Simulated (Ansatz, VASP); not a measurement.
## Two plane-wave programs on CO2

```
C O
1.0
     2.63591   -2.38738    0.00000
     2.63591    2.38738    0.00000
     0.00000    0.00000    6.58717
C O
2 4
Direct
  0.00000 0.00000 0.00000
  0.50000 0.50000 0.50000
  0.80651 0.19349 0.89184
  0.19349 0.80651 0.10816
  0.68230 0.27862 0.37644
  0.30651 0.69349 0.60816
```

Change from the starting cell: one atom moved.

Alike in both runs: task single point; functional PBE; k mesh 6 × 6 × 4; occupations gaussian, width 0.02 eV; no spin polarisation.

|  | VASP | Ansatz |
| --- | --- | --- |
| version | VASP 6.6.1 | Ansatz 0.2.0 |
| potentials or method | VASP PAW PBE potentials, release 64 (C, O), cutoff 520 eV | scalar-relativistic, plane waves, PAW |
| valence electrons in the cell | 32 | 32 |

```csv
,VASP,Ansatz,Ansatz less VASP
gap on the k mesh at the Fermi level (eV),6.03,6.05,+0.020
least direct gap on the mesh (eV),6.51,6.53,+0.022
pressure (GPa),-1.7,-3.2,-1.46
"traceless stress, the component that is largest in VASP (GPa)",-9.01,-8.75,+0.266
rms of the force components (eV/Å),2.167,2.143,-0.0233
```

Atom by atom the forces differ by 0.296 eV/Å (rms over components).

Noted on VASP's run: the standard files for N, O and F lose accuracy on very short bonds.
